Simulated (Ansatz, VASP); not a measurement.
**One calculation of CsCl, two programs**

```
Cs Cl
1.0
     4.09712    0.00000    0.00000
     0.00000    4.13683    0.00000
     0.00000    0.00000    4.13683
Cs Cl
1 1
Direct
  0.00000 0.00000 0.00000
  0.50000 0.50000 0.50000
```

Change from the starting cell: uniaxial_x strain -1.0%.

Alike in both runs: task single point; functional r2SCAN; k mesh 6 × 6 × 6; no spin polarisation.

```csv
,VASP,Ansatz
version,VASP 6.6.1,Ansatz 0.2.0
potentials or method,"VASP PAW PBE potentials, release 64 (Cs_sv, Cl)","plane waves, PAW"
plane-wave cutoff (eV),550,500
occupations,"gaussian, width 0.01 eV",fixed
valence electrons in the cell,16,16
```

|  | VASP | Ansatz | Ansatz less VASP |
| --- | --- | --- | --- |
| gap on the k mesh at the Fermi level (eV) | 5.87 | 5.87 | +0.003 |
| pressure (GPa) | 0.3 | 0.2 | -0.04 |
| traceless stress, the component that is largest in VASP (GPa) | 0.18 | 0.18 | -0.001 |

VASP's potentials were made for PBE, not for r2SCAN.

Spin-orbit coupling is off throughout.
